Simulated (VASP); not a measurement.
Input of a VASP 6.6.1 run:

File INCAR:

```
SYSTEM = Ca
ALGO = Normal ; EDIFF = 1E-7
ENCUT = 520 ; GGA = PE
ISIF = 2 ; ISMEAR = -1
LASPH = .TRUE. ; LCHARG = .FALSE.
LREAL = .FALSE. ; LWAVE = .FALSE.
NBANDS = 11 ; NELM = 80
PREC = Accurate ; SIGMA = 0.05
```

KPOINTS

```
k-points
0
G
  10 10 10
  0 0 0
```

POSCAR

```
Ca
1.0
   -2.1946618700      2.1946618700      2.1946618700
    2.1946618700     -2.1946618700      2.1946618700
    2.1946618700      2.1946618700     -2.1946618700
Ca
1
Direct
    0.0000000000      0.0000000000      0.0000000000
```

Potentials or basis: VASP PAW PBE potentials, release 64 (Ca_sv).

Run with:

```console
$ cat potpaw_PBE.64/Ca_sv/POTCAR > POTCAR
$ mpirun -np 1 vasp_std > vasp.out
```

Task: What does it give for the band gap on the k mesh?

Result: Zero (bands 5 and 6 overlap by 0.24 eV).

Task: Predict the pressure.

Result: 0.0 GPa.
